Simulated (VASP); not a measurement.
Runs of VASP 6.6.1 on GaAs. The structure is that of space group F-43m (No. 216), or close to it. The cells are those of the table. 

| task | spin | cell | k mesh | smearing | gap on the mesh (eV) | pressure (GPa) |
| --- | --- | --- | --- | --- | --- | --- |
| single point | off | a = 4.087 Å, angles 60.0°, 2 atoms | 8 × 8 × 8 | fermi-dirac 0.02 eV | (b) | -3.7 |
| single point | non-collinear, zero start, SOC | a = 3.846 Å, angles 60.0°, 2 atoms | 8 × 8 × 8 | fermi-dirac 0.02 eV | - | 11.9 |
| dielectric tensor | off | a = 3.846 Å, angles 60.0°, 2 atoms | 6 × 6 × 6 | gaussian 0.01 eV | 1.52 | - |
| dielectric tensor | off | a = 4.007 Å, angles 60.0°, 2 atoms | 6 × 6 × 6 | gaussian 0.01 eV | 0.94 | - |
| single point | off | a = 4.127 Å, angles 60.0°, 2 atoms | 8 × 8 × 8 | fermi-dirac 0.02 eV | (a) | -5.2 |
| dielectric tensor | off | a = 3.886 Å, angles 60.0°, 2 atoms | 6 × 6 × 6 | gaussian 0.01 eV | 1.58 | - |
| single point | off | a = 4.047 Å, angles 60.0°, 2 atoms | 8 × 8 × 8 | gaussian 0.01 eV | (c) | -1.9 |
| single point | off | a = 4.007 Å, angles 60.0°, 2 atoms | 8 × 8 × 8 | gaussian 0.01 eV | 0.94 | 0.1 |
| single point | off | a = 4.167 Å, angles 60.0°, 2 atoms | 8 × 8 × 8 | fermi-dirac 0.02 eV | 0.04 | -6.4 |

Problem. Estimate the missing entries.

Solution. (a) 0.25; (b) 0.48; (c) 0.71.

Caveats: the PAW data sets were made with another functional, which shifts forces and pressure a little; semilocal functionals underestimate gaps, and a narrow one can read as zero (at least some runs); the cell stands under tension (at least some runs); the cell stands under pressure (at least some runs).

A k mesh can miss the band edges, and rows without SOC leave out spin-orbit coupling on As, Ga.
